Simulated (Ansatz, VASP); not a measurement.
# CuI: VASP beside Ansatz

The input INCAR:

```
PREC     = Accurate       # precision mode
ENCUT    = 600            # plane-wave cutoff, eV
EDIFF    = 1E-6           # SCF threshold, eV
ISMEAR   = -1             # smearing method
SIGMA    = 0.05           # smearing width, eV
LREAL    = F              # projectors in reciprocal space
LASPH    = T              # aspherical terms in the spheres
NELM     = 100            # most SCF steps
ALGO     = Normal         # electronic algorithm
ISIF     = 3              # what is computed and relaxed
LWAVE    = F              # write WAVECAR
LCHARG   = F              # write CHGCAR
GGA      = PS             # functional
IBRION   = 2              # ionic algorithm
NSW      = 60             # ionic steps
EDIFFG   = -0.01          # ionic threshold
```

The input KPOINTS:

```
Automatic mesh
0
Gamma
  8 8 8
```

The input POSCAR:

```
CuI
1.0
    0.0000000000      3.0315000000      3.0315000000
    3.0315000000      0.0000000000      3.0315000000
    3.0315000000      3.0315000000      0.0000000000
I Cu
1 1
Direct
    0.0000000000      0.0000000000      0.0000000000
    0.7500000000      0.7500000000      0.7500000000
```

Contents of input.yaml:

```yaml
crystal:
  lattice:
    - [0.0, 3.0315, 3.0315]
    - [3.0315, 0.0, 3.0315]
    - [3.0315, 3.0315, 0.0]
  atoms:
    - { symbol: I, position: [0.0, 0.0, 0.0] }
    - { symbol: Cu, position: [0.75, 0.75, 0.75] }
hamiltonian:
  xc: pbesol
  pseudopotentials: { kind: paw }
kpoints:
  mp_grid: { grid: [8, 8, 8] }
scf:
  occupations: { method: fermi_dirac, width: 0.05 }
output:
  forces: true
  stress: true
relax:
  f_tol: 0.01
  max_steps: 40
  cell: { stress_tol: 0.05 }
```

Alike in both runs: task relaxation of cell and atoms; functional PBEsol; k mesh 8 × 8 × 8; occupations fermi-dirac, width 0.05 eV; no spin polarisation.

|  | VASP | Ansatz |
| --- | --- | --- |
| version | VASP 6.6.1 | Ansatz 0.2.0 |
| potentials or method | VASP PAW PBE potentials, release 64 (I, Cu) | Ansatz PAW |
| plane-wave cutoff (eV) | 600 | 420 |
| valence electrons in the cell | 18 | 36 |

Ansatz gave:

| Item | Value |
| --- | --- |
| relaxed volume (Å³/atom) | 26.19 |
| relaxed length of the cell vector where the two differ most in proportion (Å) | 4.200 |

Q: Which values does VASP return?

A: Relaxed volume (Å³/atom): 26.30; relaxed length of the cell vector where the two differ most in proportion (Å): 4.206.

VASP's potentials were made for PBE, not for PBEsol. VASP's potentials hold 18 valence electrons a cell and Ansatz's 36, so a difference there can come from the potentials and not from the codes.

Spin-orbit coupling is off throughout. Noted on Ansatz's run: the plane-wave basis is chosen anew once the cell has moved, so the energies of steps on either side of that aren't comparable.
